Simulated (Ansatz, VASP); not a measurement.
Ti: VASP beside Ansatz

```xyz
2
Lattice="2.8787 0.0000 0.0000 -1.4393 2.4930 0.0000 0.0000 0.0000 4.5548" Properties=species:S:1:pos:R:3 pbc="T T T"
Ti    0.0000    1.6620    1.1387
Ti    1.4393    0.8310    3.4161
```

Alike in both runs: task single point; functional revPBE; k mesh 20 × 20 × 11; occupations fermi-dirac, width 0.05 eV; collinear spin.

```csv
,VASP,Ansatz
version,VASP 6.6.1,Ansatz 0.2.0
potentials or method,"VASP PAW PBE potentials, release 64 (Ti_sv), cutoff 520 eV","plane waves (420 eV) with PAW, scalar-relativistic"
valence electrons in the cell,24,24
```

VASP gave:

```
pressure (GPa)                                                : 9.9
traceless stress, the component that is largest in VASP (GPa) : 0.16
net moment per atom (μB)                                      : 0.00
```

Q: What did Ansatz give for the same quantities?

A: Pressure (GPa): 10.3; traceless stress, the component that is largest in VASP (GPa): 0.16; net moment per atom (μB): 0.00.

VASP's potentials were made for PBE, not for revPBE. Ansatz's warnings: seeded moment not kept.
